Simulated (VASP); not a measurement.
Here is a VASP 6.6.1 calculation.

INCAR

```
PREC = Accurate
ENCUT = 520
EDIFF = 1E-6
ISMEAR = 0
SIGMA = 0.2
LREAL = F
LASPH = T
NELM = 100
ALGO = Normal
ISIF = 2
LWAVE = F
LCHARG = F
GGA = PE
NBANDS = 14
```

The input KPOINTS:

```
Automatic mesh
0
Gamma
  6 6 6
```

File POSCAR:

```
NaI
1.0
    0.0000000000      3.2297205894      3.2297205894
    3.2297205894      0.0000000000      3.2297205894
    3.2297205894      3.2297205894      0.0000000000
Na I
1 1
Direct
    0.0000000000      0.0000000000      0.0000000000
    0.5000000000      0.5000000000      0.5000000000
```

Potentials or basis: VASP PAW PBE potentials, release 64 (Na_pv, I).

Run with:

```bash
$ cat potpaw_PBE.64/Na_pv/POTCAR potpaw_PBE.64/I/POTCAR > POTCAR
$ mpirun -np 1 vasp_std > vasp.out
```

(1) What does it give for the pressure?

(2) What does it give for the band gap on the k mesh?

Results:

(1) 0.5 GPa.

(2) 3.66 eV.

Caveat: spin-orbit coupling is left out, which moves the levels of the heavy elements.
